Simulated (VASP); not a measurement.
Sn:

```
CELL_PARAMETERS angstrom
0.00000 3.23334 3.23334
3.23334 0.00000 3.23334
3.23334 3.23334 0.00000
ATOMIC_POSITIONS crystal
Sn 0.75000 0.75000 0.75000
Sn 0.50000 0.50000 0.50000
```

- Program: VASP 6.6.1
- Task: relaxation of cell and atoms
- Functional: BLYP
- Dispersion: D3(BJ)
- Potentials or basis: VASP PAW PBE potentials, release 64 (Sn_d)
- Cutoff: 600 eV
- k mesh: 7 × 7 × 7
- Occupations: fermi-dirac, width 0.05 eV
- Spin: no spin polarisation

At the start: pressure 2.5 GPa; volume 33.80 Å³/atom.

**Question.** How do energy, volume and symmetry change on relaxing?

**Answer.** Over 3 steps the energy falls by 15.2 meV/atom and the volume is 35.86 Å³/atom (+6.1 %); space group Fd-3m (No. 227, to 0.05 Å).

Step by step:
| step | energy change (eV) | largest force (eV/Å) | pressure (GPa) | volume (Å³) |
| --- | --- | --- | --- | --- |
| 1 | 0.0000 | 0.0000 | 2.54 | 67.61 |
| 2 | -0.0281 | 0.0000 | -0.58 | 72.98 |
| 3 | -0.0304 | 0.0000 | 0.01 | 71.72 |

Final structure:
```
Sn
1.0
     0.00000    3.29765    3.29765
     3.29765    0.00000    3.29765
     3.29765    3.29765    0.00000
Sn
2
Cartesian
  4.9465 4.9465 4.9465
  3.2977 3.2977 3.2977
```

Caveat: the PAW data sets were made with another functional, which shifts forces and pressure a little; pairwise dispersion overbinds metals, which lowers pressure and volume.
